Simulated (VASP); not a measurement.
Write the native input for VASP 6.6.1 that does the following.

```
Task                   : single point
Functional             : r2SCAN
Potentials or basis    : VASP PAW PBE potentials, release 64 (Ti_sv)
Cutoff                 : 520 eV
k mesh                 : 11 × 11 × 11
Occupations            : fermi-dirac, width 0.05 eV
Spin                   : no spin polarisation
Dipole correction      : no
Further INCAR settings : ALGO = Normal; EDIFF = 1e-07; NBANDS = 12
```

The system is Ti.

```xyz
1
Lattice="0.0000 2.0300 2.0300 2.0300 0.0000 2.0300 2.0300 2.0300 0.0000" Properties=species:S:1:pos:R:3 pbc="T T T"
Ti    0.0000    0.0000    0.0000
```

The input as run:

POSCAR

```
Ti
1.0
    0.0000000000      2.0300000000      2.0300000000
    2.0300000000      0.0000000000      2.0300000000
    2.0300000000      2.0300000000      0.0000000000
Ti
1
Direct
    0.0000000000      0.0000000000      0.0000000000
```

INCAR.step1

```
ALGO = Normal ; EDIFF = 1E-4
ENCUT = 520 ; GGA = PE
ISMEAR = -1 ; LASPH = True
LCHARG = False ; LREAL = False
LWAVE = True ; NBANDS = 12
NELM = 60 ; PREC = Accurate
SIGMA = 0.05
```

INCAR.step2

```
ALGO = Normal ; EDIFF = 1E-7
ENCUT = 520 ; ISIF = 2
ISMEAR = -1 ; ISTART = 1
LASPH = True ; LCHARG = True
LELF = True ; LMIXTAU = True
LREAL = False ; LVHAR = True
LWAVE = False ; METAGGA = R2SCAN
NBANDS = 12 ; NELM = 60
PREC = Accurate ; SIGMA = 0.05
```

KPOINTS

```
k-points
0
Gamma
  11 11 11
```

Potentials or basis: VASP PAW PBE potentials, release 64 (Ti_sv).

The run is started by

```bash
$ cat potpaw_PBE.64/Ti_sv/POTCAR > POTCAR
$ cp INCAR.step1 INCAR
$ mpirun -np 1 vasp_std > vasp.out
$ cp INCAR.step2 INCAR
$ mpirun -np 1 vasp_std > vasp.out
```

It gave:

| Item | Value |
| --- | --- |
| Pressure | 4.7 GPa |
| Band gap on the k mesh | zero (band 6 reaches 9.67 eV, above the bottom of band 7 at 8.34 eV) |

Caveat: the PAW data sets were made with another functional, which shifts forces and pressure a little.

It took 76 s on 1 thread of Intel Xeon 8259CL, with other jobs on the host, peak memory 0.15 GiB.
